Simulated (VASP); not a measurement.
Here is a VASP 6.6.1 calculation.

POSCAR

```
SrCl2
1.0
    0.0000000000      3.3983625000      3.4855000000
    3.5726375000      0.0000000000      3.4855000000
    3.5726375000      3.3983625000      0.0000000000
Sr Cl
1 2
Direct
    0.0000000000      0.0000000000      0.0000000000
    0.2500000000      0.2500000000      0.2500000000
    0.7500000000      0.7500000000      0.7500000000
```

Contents of INCAR.step1:

```
PREC     = Accurate       # precision mode
ENCUT    = 520            # plane-wave cutoff, eV
ISMEAR   = 0              # smearing method
SIGMA    = 0.05           # smearing width, eV
LREAL    = False          # projectors in reciprocal space
LASPH    = True           # aspherical terms in the spheres
NELM     = 80             # most SCF steps
NBANDS   = 19             # bands
GGA      = PE             # functional
ALGO     = Normal         # electronic algorithm
EDIFF    = 1E-4           # SCF threshold, eV
LWAVE    = True           # write WAVECAR
LCHARG   = False          # write CHGCAR
```

Contents of INCAR.step2:

```
PREC     = Accurate       # precision mode
ENCUT    = 520            # plane-wave cutoff, eV
EDIFF    = 1E-7           # SCF threshold, eV
ISMEAR   = 0              # smearing method
SIGMA    = 0.05           # smearing width, eV
LREAL    = False          # projectors in reciprocal space
LASPH    = True           # aspherical terms in the spheres
NELM     = 80             # most SCF steps
ALGO     = Normal         # electronic algorithm
ISIF     = 2              # what is computed and relaxed
LWAVE    = False          # write WAVECAR
LCHARG   = True           # write CHGCAR
METAGGA  = R2SCAN         # meta-GGA
LMIXTAU  = True         
LELF     = True           # ELF
LVHAR    = True         
NBANDS   = 19             # bands
ISTART   = 1
```

File KPOINTS:

```
Automatic mesh
0
Gamma
  6 6 6
```

Potentials or basis: VASP PAW PBE potentials, release 64 (Sr_sv, Cl).

Launch:

```bash
$ cat potpaw_PBE.64/Sr_sv/POTCAR potpaw_PBE.64/Cl/POTCAR > POTCAR
$ cp INCAR.step1 INCAR
$ mpirun -np 1 vasp_std > vasp.out
$ cp INCAR.step2 INCAR
$ mpirun -np 1 vasp_std > vasp.out
```

(1) Predict the pressure.

(2) Estimate the band gap on the k mesh.

Results:

(1) 0.5 GPa.

(2) 5.73 eV (least direct gap 5.80 eV).

Caveat: the cell differs from its parent crystal (strain +0.0250 x Voigt [1, -1, 0, 0, 0, 0]); the PAW data sets were made with another functional, which shifts forces and pressure a little.
